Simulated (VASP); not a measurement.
Wanted: the native input for a VASP 6.6.1 run.

```
Task                   : single point
Functional             : LDA
Potentials or basis    : VASP PAW LDA potentials, release 64 (Pt)
Cutoff                 : 520 eV
k mesh                 : 20 × 20 × 20
Occupations            : gaussian, width 0.15 eV
Spin                   : no spin polarisation
Dipole correction      : no
Further INCAR settings : ALGO = Fast; EDIFF = 1e-07; NBANDS = 11
```

The structure of Pt lies in POSCAR:

```
Pt
1.0
    0.1946767288      2.0051703071      2.0051703071
    2.0051703071      0.1946767288      2.0051703071
    2.0051703071      2.0051703071      0.1946767288
Pt
1
Direct
    0.0000000000      0.0000000000      0.0000000000
```

These files were run (other wordings do the same):

INCAR

```
PREC     = Accurate       # precision mode
ENCUT    = 520            # plane-wave cutoff, eV
EDIFF    = 1E-7           # SCF threshold, eV
ISMEAR   = 0              # smearing method
SIGMA    = 0.15           # smearing width, eV
LREAL    = F              # projectors in reciprocal space
LASPH    = T              # aspherical terms in the spheres
NELM     = 100            # most SCF steps
ALGO     = Fast           # electronic algorithm
ISIF     = 2              # what is computed and relaxed
LWAVE    = F              # write WAVECAR
LCHARG   = F              # write CHGCAR
NBANDS   = 11             # bands
```

KPOINTS

```
regular mesh
0
Gamma
  20 20 20
```

Potentials or basis: VASP PAW LDA potentials, release 64 (Pt).

Run with:

```sh
$ cat potpaw_LDA.64/Pt/POTCAR > POTCAR
$ mpirun -np 1 vasp_std > vasp.out
```

It gave:

```
Pressure               : 36.6 GPa
Band gap on the k mesh : zero (band 5 reaches 14.04 eV, above the bottom of band 6 at 11.08 eV)
```

Caveat: spin-orbit coupling is left out, which moves the levels of the heavy elements.

It took 78 s on 1 thread of Intel(R) Xeon(R) Platinum 8488C (Sapphire Rapids), on a shared host, peak memory 0.24 GiB.
